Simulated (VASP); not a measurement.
Set up this calculation in VASP 6.6.1, as the native input.

* Task: single point
* Functional: PBE
* Potentials or basis: VASP PAW PBE potentials, release 64 (Fe, Si)
* Cutoff: 520 eV
* k mesh: 8 × 8 × 8
* Occupations: gaussian, width 0.01 eV
* Spin: no spin polarisation
* Dipole correction: no
* Further INCAR settings: ALGO = Normal; EDIFF = 1e-06; NBANDS = 34

The structure of FeSi lies in POSCAR:

```
FeSi
1.0
    4.5916174443      0.0000000000      0.0000000000
    0.0000000000      4.5916174443      0.0000000000
    0.0000000000      0.0000000000      4.5916174443
Fe Si
4 4
Direct
    0.1303669344      0.1303669344      0.1303669344
    0.3696330656      0.8696330656      0.6303669344
    0.6303669344      0.3696330656      0.8696330656
    0.8696330656      0.6303669344      0.3696330656
    0.8382564171      0.8382564171      0.8382564171
    0.6617435829      0.1617435829      0.3382564171
    0.3382564171      0.6617435829      0.1617435829
    0.1617435829      0.3382564171      0.6617435829
```

This cell differs from its parent crystal: volume scaled by 1.10, then relaxed in part.

One way to write it, as run:

INCAR

```
ALGO = Normal
EDIFF = 1E-6
ENCUT = 520
GGA = PE
ISIF = 2
ISMEAR = 0
LASPH = True
LCHARG = False
LREAL = False
LWAVE = False
NBANDS = 34
NELM = 80
PREC = Accurate
SIGMA = 0.01
```

KPOINTS

```
k-points
0
Gamma
  8 8 8
```

Potentials or basis: VASP PAW PBE potentials, release 64 (Fe, Si).

Launch:

```console
$ cat potpaw_PBE.64/Fe/POTCAR potpaw_PBE.64/Si/POTCAR > POTCAR
$ mpirun -np 1 vasp_std > vasp.out
```

Results of the run:

* Pressure: -16.2 GPa
* Largest force: 0.031 eV/Å
* Band gap on the k mesh: 0.16 eV, indirect (least direct gap 0.18 eV)

It took 92 s on 1 thread of Intel(R) Xeon(R) Platinum 8559C (Emerald Rapids), on a shared host, peak memory 0.27 GiB.
